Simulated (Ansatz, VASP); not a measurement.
**Ba in VASP and in Ansatz**

```
CELL_PARAMETERS angstrom
3.30846 0.00000 0.00000
-1.65423 2.86521 0.00000
0.00000 0.00000 10.80183
ATOMIC_POSITIONS crystal
Ba 0.00000 0.00000 0.00000
Ba 0.00000 0.00000 0.50000
Ba 0.33333 0.66667 0.25000
Ba 0.66667 0.33333 0.75000
```

Change from the starting cell: volume scaled by 0.4, PAW files.

Alike in both runs: task single point; functional PBE; k mesh 8 × 8 × 2; occupations fermi-dirac, width 0.08 eV; no spin polarisation.

|  | VASP | Ansatz |
| --- | --- | --- |
| version | VASP 6.6.1 | Ansatz 0.2.0 |
| potentials or method | VASP PAW PBE potentials, release 64 (Ba_sv) | PAW with Ansatz's default frozen-core files, scalar-relativistic |
| plane-wave cutoff (eV) | 520 | 420 |
| valence electrons in the cell | 40 | 40 |

Ansatz gave:

```
pressure (GPa)                                                : 23.3
traceless stress, the component that is largest in VASP (GPa) : -0.73
```

**Question.** Estimate VASP's values.

**Answer.** Pressure (GPa): 29.0; traceless stress, the component that is largest in VASP (GPa): -0.32.

Spin-orbit coupling is off throughout.
